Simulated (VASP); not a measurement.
# Y: single point with PBEsol

The system is Y.

```
CELL_PARAMETERS angstrom
3.51432 0.00000 0.00000
1.75716 3.04349 0.00000
1.75716 1.01450 2.86943
ATOMIC_POSITIONS crystal
Y 0.00000 0.00000 0.00000
```

This isn't the form of Y at room conditions, which is hcp.

| Property | Result |
| --- | --- |
| Program | VASP 6.6.1 |
| Task | single point |
| Functional | PBEsol |
| Potentials or basis | VASP PAW PBE potentials, release 64 (Y_sv) |
| Cutoff | 520 eV |
| k mesh | 8 × 8 × 8 |
| Occupations | fermi-dirac, width 0.05 eV |
| Spin | no spin polarisation |

```json
{"Pressure": "0.0 GPa", "Band gap on the k mesh": "zero (an odd number of electrons rules out a gap without spin polarisation)"}
```

Levels at points of the mesh, in eV from the Fermi level:
| k point | band 1 | band 2 | band 3 | band 4 | band 5 | band 6 | band 7 | band 8 | band 9 | band 10 |
| --- | --- | --- | --- | --- | --- | --- | --- | --- | --- | --- |
| (0.00, 0.00, 0.00) | -42.44 | -22.10 | -22.10 | -22.10 | -4.84 | 1.85 | 1.85 | 1.85 | 4.02 | 4.02 |
| (0.50, 0.00, 0.00) | -42.35 | -22.80 | -22.19 | -22.19 | -2.05 | 0.83 | 1.67 | 1.67 | 5.60 | 5.60 |
| (0.50, 0.50, 0.00) | -42.32 | -22.75 | -22.35 | -22.35 | -1.87 | -0.97 | 2.37 | 5.61 | 6.05 | 6.05 |

It took 33 s on 1 thread of AMD EPYC 7R13, on a shared host, peak memory 0.14 GiB.

Caveat: the PAW data sets were made with another functional, which shifts forces and pressure a little.
